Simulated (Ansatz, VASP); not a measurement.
# Ta8C9: VASP beside Ansatz

```
CELL_PARAMETERS angstrom
0.00000 4.47540 -4.47540
4.47540 4.47540 0.00000
4.47540 0.00000 -4.47540
ATOMIC_POSITIONS crystal
Ta 0.47993 0.50669 0.00669
Ta 0.50116 0.00116 0.99652
Ta 0.00669 0.50669 0.00669
Ta 0.00669 0.97993 0.00669
Ta 0.50116 0.49652 0.50116
Ta 0.50116 0.00116 0.50116
Ta 0.00669 0.50669 0.47993
Ta 0.99652 0.00116 0.50116
C 0.25052 0.75052 0.25052
C 0.25052 0.24843 0.25052
C 0.74843 0.75052 0.25052
C 0.74279 0.24279 0.27164
C 0.25052 0.75052 0.74843
C 0.27164 0.24279 0.74279
C 0.74279 0.77164 0.74279
C 0.74279 0.24279 0.74279
C 0.87500 0.37500 0.87500
```

Alike in both runs: functional PBE; k mesh 8 × 8 × 8; occupations gaussian, width 0.1 eV; no spin polarisation.

Ansatz relaxed the structure, and its values are those at the end. VASP's run is a single point on that final structure, the one shown.

|  | VASP | Ansatz |
| --- | --- | --- |
| version | VASP 6.6.1 | Ansatz 0.2.0 |
| potentials or method | VASP PAW PBE potentials, release 64 (Ta_pv, C), cutoff 520 eV | scalar-relativistic, plane waves, PAW |
| valence electrons in the cell | 124 | 140 |

VASP gave:

```
gap on the k mesh at the Fermi level (eV) : none
rms of the force components (eV/Å)        : 0.017
```

**Question.** Estimate Ansatz's values.

**Answer.** gap on the k mesh at the Fermi level (eV): none; rms of the force components (eV/Å): 0.005.

A gap of «none» marks a metal or a gap that the smearing closes. VASP's potentials hold 124 valence electrons a cell and Ansatz's 140, so a difference there can come from the potentials and not from the codes.

Neither program's run includes spin-orbit coupling.
